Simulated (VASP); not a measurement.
# Sb: single point with PBEsol

Crystal: Sb.

```
Sb
1.0
     3.08100    0.00000    0.00000
     0.00000    3.08100    0.00000
     0.00000    0.00000    3.16000
Sb
1
Direct
  0.00000 0.00000 0.00000
```

This cell differs from its parent crystal: strain -0.025 along x and y, +0.000 along z.

- Program: VASP 6.6.1
- Task: single point
- Functional: PBEsol
- Potentials or basis: VASP PAW PBE potentials, release 64 (Sb)
- Cutoff: 520 eV
- k mesh: 16 × 16 × 16
- Occupations: gaussian, width 0.15 eV
- Spin: no spin polarisation
- Dipole correction: no
- Further INCAR settings: ALGO = Normal; EDIFF = 1e-07; NBANDS = 8

| Property | Result |
| --- | --- |
| Pressure | -2.5 GPa |

Stress tensor (GPa, compression positive):
```
-1.49  0.00  0.00
 0.00 -1.49  0.00
 0.00  0.00 -4.39
```

Levels at points of the mesh, in eV from the Fermi level:
| k point | band 1 | band 2 | band 3 | band 4 | band 5 | band 6 | band 7 |
| --- | --- | --- | --- | --- | --- | --- | --- |
| (0.00, 0.00, 0.00) | -12.35 | 2.79 | 3.49 | 3.49 | 6.71 | 7.12 | 8.21 |
| (0.50, 0.00, 0.00) | -9.84 | -5.57 | 4.87 | 5.58 | 9.02 | 10.33 | 11.03 |
| (0.50, 0.50, 0.00) | -7.16 | -3.46 | -3.46 | 2.19 | 6.96 | 12.72 | 12.98 |
| (0.00, 0.00, 0.50) | -10.16 | -5.50 | 5.31 | 5.31 | 9.05 | 10.76 | 11.54 |
| (0.50, 0.00, 0.50) | -7.52 | -3.70 | -3.35 | 2.13 | 7.43 | 12.93 | 13.23 |
| (0.50, 0.50, 0.50) | -4.57 | -1.71 | -1.71 | -1.33 | 4.70 | 4.90 | 4.90 |

Wall time 18 s on 1 thread of Intel(R) Xeon(R) 6975P-C (Granite Rapids), on a shared host, peak memory 0.21 GiB.

Caveat: the cell differs from its parent crystal (strain -0.025 along x and y, +0.000 along z); the PAW data sets were made with another functional, which shifts forces and pressure a little; spin-orbit coupling is left out, which moves the levels of the heavy elements.
